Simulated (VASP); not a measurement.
# Na2Sc (I4/mcm) in VASP: single point with PBE

Aim: the single point of Na2Sc with PBE.

Everything below comes from runs of VASP 6.6.1. Logs are shortened: lines on timing, memory, paths and dates and some standing lists are left out, and cuts for length are marked.

## Step 1: The cell of the first run

Symmetry: I4/mcm, No. 140, tetragonal system. Conventional cell: a = 8.304 Å, b = 8.304 Å, c = 5.886 Å, α = 90.00°, β = 90.00°, γ = 90.00°. Na (site symmetry m2m) has 4 Sc at 3.48 Å and 11 Na at 3.55 to 4.47 Å within 4.6 Å. Within 3.9 Å of Sc (site symmetry 422) lie 2 Sc at 2.94 Å and 8 Na at 3.48 Å.

## Step 2: Single point, PBE

The input, INCAR:

```
ALGO = Fast
EDIFF = 1E-7
ENCUT = 520
GGA = PE
ISIF = 2
ISMEAR = 0
LASPH = T
LCHARG = F
LREAL = F
LWAVE = F
NBANDS = 34
NELM = 60
PREC = Accurate
SIGMA = 0.1
```

The input, KPOINTS:

```
k-points
0
Gamma
  8 8 8
```

The input, POSCAR:

```
Na2Sc
1.0
   -4.1521972979      4.1521972979      2.9431385261
    4.1521972979     -4.1521972979      2.9431385261
    4.1521972979      4.1521972979     -2.9431385261
Na Sc
4 2
Direct
    0.1509636447      0.6509636447      0.8019272895
    0.6509636447      0.8490363553      0.5000000000
    0.8490363553      0.3490363553      0.1980727105
    0.3490363553      0.1509636447      0.5000000000
    0.7500000000      0.7500000000      0.0000000000
    0.2500000000      0.2500000000      0.0000000000
```

Potentials or basis: VASP PAW PBE potentials, release 64 (Na_pv, Sc_sv).

Launch:

```
$ cat potpaw_PBE.64/Na_pv/POTCAR potpaw_PBE.64/Sc_sv/POTCAR > POTCAR
$ mpirun -np 1 vasp_std > vasp.out
```

OUTCAR:

```text
EDIFF = 1E-7
   ENCUT = 520
   GGA = PE
   ISIF = 2
   ISMEAR = 0
   LASPH = T
   LREAL = F
   NELM = 60
   PREC = Accurate

 ion  position               nearest neighbor table
   1  0.151  0.651  0.802-
   2  0.651  0.849  0.500-
   3  0.849  0.349  0.198-
   4  0.349  0.151  0.500-
   5  0.750  0.750  0.000-   6 2.94   6 2.94
   6  0.250  0.250  0.000-   5 2.94   5 2.94

  LATTYP: Found a body centered tetragonal cell.
 ALAT       =     8.3043945958
 C/A-ratio  =     0.7088147106

  Lattice vectors:

 A1 = (  -4.1521972979,   4.1521972979,   2.9431385261)
 A2 = (   4.1521972979,  -4.1521972979,   2.9431385261)
 A3 = (   4.1521972979,   4.1521972979,  -2.9431385261)

Analysis of symmetry for initial positions (statically):
=====================================================================
 Subroutine PRICEL returns:
 Original cell was already a primitive cell.

 Routine SETGRP: Setting up the symmetry group for a
 body centered tetragonal supercell.

 Subroutine GETGRP returns: Found 16 space group operations
 (whereof  8 operations were pure point group operations)
 out of a pool of 16 trial point group operations.

The static configuration has the point symmetry C_4h.
 The point group associated with its full space group is D_4h.

Analysis of symmetry for dynamics (positions and initial velocities):
=====================================================================
 Subroutine PRICEL returns:
 Original cell was already a primitive cell.

 Routine SETGRP: Setting up the symmetry group for a
 body centered tetragonal supercell.

 Subroutine GETGRP returns: Found 16 space group operations
 (whereof  8 operations were pure point group operations)
 out of a pool of 16 trial point group operations.

The dynamic configuration has the point symmetry C_4h.
 The point group associated with its full space group is D_4h.

 Subroutine INISYM returns: Found 16 space group operations
 (whereof  8 operations are pure point group operations),
 and found     1 'primitive' translations

----------------------------------------------------------------------------------------

                                     Primitive cell

  volume of cell :     202.9676

[... 96 lines left out ...]
   EDIFF  = 0.1E-06   stopping-criterion for ELM
   LREAL  =      F    real-space projection
   EDIFFG = 0.1E-05   stopping-criterion for IOM
   NSW    =      0    number of steps for IOM
   IBRION =     -1    ionic relax: 0-MD 1-quasi-New 2-CG
   NFREE  =      0    steps in history (QN), initial steepest desc. (CG)
   ISIF   =      2    stress and relaxation
   ISYM   =      2    0-nonsym 1-usesym 2-fastsym
   POTIM  = 0.5000    time-step for ionic-motion
   TEBEG  =    0.0;   TEEND  =   0.0 temperature during run
   PSTRESS=    0.0 pullay stress
   NELECT =      50.0000    total number of electrons
   NUPDOWN=      -1.0000    fix difference up-down
   EMIN   =  10.00;   EMAX   =-10.00  energy-range for DOS
   EFERMI =   0.00;   METHOD = LEGACY
   ISMEAR =     0;   SIGMA  =   0.10  broadening in eV -4-tet -1-fermi 0-gaus
   EFERMI_NEDOS =   21; number of points for ismear=-14 and -15
   IALGO  =     68    algorithm
   IMIX   =      4    mixing-type and parameters
     AMIX     =   0.40;   BMIX     =  1.00
     AMIX_MAG =   1.60;   BMIX_MAG =  1.00
  volume/ion in A,a.u.               =      33.83       228.28
  Fermi-wavevector in a.u.,A,eV,Ry     =   1.026257  1.939344 14.329690  1.053203
  Thomas-Fermi vector in A             =   2.160140
   LORBIT       =      0    0 simple, 1 ext, 2 COOP (PROOUT), +10 PAW based schemes
   GGA     = PE    functional components
   LHFCALC =     F    Hartree Fock is set to
   AEXX    =    0.0000 exact exchange contribution
   IVDW    =     0    specifies the selected vdW correction
   LEPSILON=     F    determine dielectric tensor
   LRPA    =     F    only Hartree local field effects (RPA)
 non-spin polarized calculation
 RMM-DIIS sequential band-by-band and
 Gauss-broadening in eV      SIGMA  =   0.10
  energy-cutoff  :      520.00
  volume of cell :      202.97
 maximum number of plane-waves:      5493
 NGX is ok and might be reduce to    50
   NGX = 25   NGY = 25   NGZ = 25

 number of electron      50.0000001 magnetization

 Free energy of the ion-electron system (eV)
  ---------------------------------------------------
  ext. energy  EPLUGINS =         0.00000000
  ---------------------------------------------------
  free energy    TOTEN  =       -14.82196710 eV

  energy without entropy =      -14.78363219  energy(sigma->0) =      -14.80279965

 E-fermi :   0.9035     XC(G=0):  -7.3313

 val. band max:        0.8921391831   @ k =  -0.2500   0.5000   0.2500
 cond. band min:       0.9050020203   @ k =   0.2500   0.1250  -0.0000
 fundamental gap:      0.0128628372
 Fermi energy:         0.9034718421

 k-point     1 :       0.0000    0.0000    0.0000
  band No.  band energies     occupation
      1     -49.1611      2.00000
      2     -49.0968      2.00000
      3     -27.8999      2.00000
      4     -27.8999      2.00000
      5     -27.8403      2.00000
      6     -27.8403      2.00000
[... 877 lines left out ...]
     33       2.5001      0.00000
     34       2.5002      0.00000

 [... further k-points ...]

------------------------ aborting loop because EDIFF is reached ----------------------------------------

  FORCE on cell =-STRESS in cart. coord.  units (eV):
  Direction    XX          YY          ZZ          XY          YZ          ZX
  --------------------------------------------------------------------------------------
  -------------------------------------------------------------------------------------
  Total        0.0080025      0.0080025      0.0080011      0.0000000      0.0000000      0.0000000
  in kB        0.0631701      0.0631701      0.0631588      0.0000000      0.0000000      0.0000000
  external PRESSURE =       0.0631663 kB  Pullay stress =       0.0000000 kB

 VOLUME and BASIS-vectors are now :
 -----------------------------------------------------------------------------
  energy-cutoff  :      520.00
  volume of cell :      202.97
      direct lattice vectors                 reciprocal lattice vectors
    -4.152197298  4.152197298  2.943138526     0.000000000  0.120418170  0.169886669
     4.152197298 -4.152197298  2.943138526     0.120418170  0.000000000  0.169886669
     4.152197298  4.152197298 -2.943138526     0.120418170  0.120418170  0.000000000

 POSITION                                       TOTAL-FORCE (eV/Angst)
 -----------------------------------------------------------------------------------
      5.40586      1.25366     -0.00000        -0.000515     -0.000515      0.000000
      2.89854      1.25366      2.94314         0.000515     -0.000515     -0.000000
     -1.25366      2.89854      2.94314         0.000515      0.000515     -0.000000
      1.25366      2.89854      0.00000        -0.000515      0.000515     -0.000000
      0.00000      0.00000      4.41471         0.000000     -0.000000     -0.000000
      0.00000      0.00000      1.47157         0.000000     -0.000000     -0.000000
 -----------------------------------------------------------------------------------
    total drift:                                0.000000      0.000000     -0.000000

  FREE ENERGIE OF THE ION-ELECTRON SYSTEM (eV)
  ---------------------------------------------------
  free  energy   TOTEN  =       -14.8219671032 eV

  energy  without entropy=      -14.7836321933  energy(sigma->0) =      -14.80279965
```

stdout:

```text
POSCAR found type information on POSCAR NaSc
 POSCAR found :  2 types and       6 ions
 scaLAPACK will be used
 LDA part: xc-table for (Slater+PW92), standard interpolation
 POSCAR, INCAR and KPOINTS ok, starting setup
 FFT: planning ... GRIDC
 FFT: planning ... GRID_SOFT
 FFT: planning ... GRID
 WAVECAR not read
 entering main loop
```

Run time: 10 min. Hardware: 1 thread of AMD EPYC 9R45 (Zen 5), shared host; peak memory 0.52 GiB.

Results:

```
Free energy            : -14.8220 eV
Pressure               : 0.0 GPa
Band gap on the k mesh : zero (bands 25 and 26 overlap by 0.71 eV)
```
